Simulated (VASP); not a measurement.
Wanted: the native input for a VASP 6.6.1 run.

- Task: single point
- Functional: PBE
- Potentials or basis: VASP PAW PBE potentials, release 64 (Ru_pv)
- Cutoff: 500 eV
- k mesh: 18 × 18 × 10
- Occupations: fermi-dirac, width 0.15 eV
- Spin: no spin polarisation
- Dipole correction: no
- Further INCAR settings: ALGO = Normal; EDIFF = 1e-06; NBANDS = 21

The structure of Ru lies in POSCAR:

```
Ru
1.0
    2.7222232901      0.0000000000      0.0000000000
   -1.3611116451      2.3575145240      0.0000000000
    0.0000000000      0.0000000000      4.2973136336
Ru
2
Direct
    0.3333333333      0.6666666667      0.2500000000
    0.6666666667      0.3333333333      0.7500000000
```

The input as run:

INCAR

```
SYSTEM = Ru
ALGO     = Normal         ! electronic algorithm
EDIFF    = 1E-6           ! SCF threshold, eV
ENCUT    = 500            ! plane-wave cutoff, eV
GGA      = PE             ! functional
GGA_COMPAT= .False.      
ISIF     = 2              ! what is computed and relaxed
ISMEAR   = -1             ! smearing method
LASPH    = .True.         ! aspherical terms in the spheres
LCHARG   = .False.        ! write CHGCAR
LREAL    = .False.        ! projectors in reciprocal space
LWAVE    = .False.        ! write WAVECAR
NBANDS   = 21             ! bands
NELM     = 120            ! most SCF steps
PREC     = Accurate       ! precision mode
SIGMA    = 0.15           ! smearing width, eV
```

KPOINTS

```
k-points
0
Gamma
  18 18 10
  0 0 0
```

Potentials or basis: VASP PAW PBE potentials, release 64 (Ru_pv).

Run with:

```bash
$ cat potpaw_PBE.64/Ru_pv/POTCAR > POTCAR
$ mpirun -np 1 vasp_std > vasp.out
```

Results of the run:

| Item | Value |
| --- | --- |
| Pressure | -0.1 GPa |
| Band gap on the k mesh | zero (band 14 reaches 14.01 eV, above the bottom of band 15 at 10.96 eV) |

Wall time 54 s on 1 thread of Intel(R) Xeon(R) Platinum 8488C (Sapphire Rapids), with other jobs on the host, peak memory 0.22 GiB.
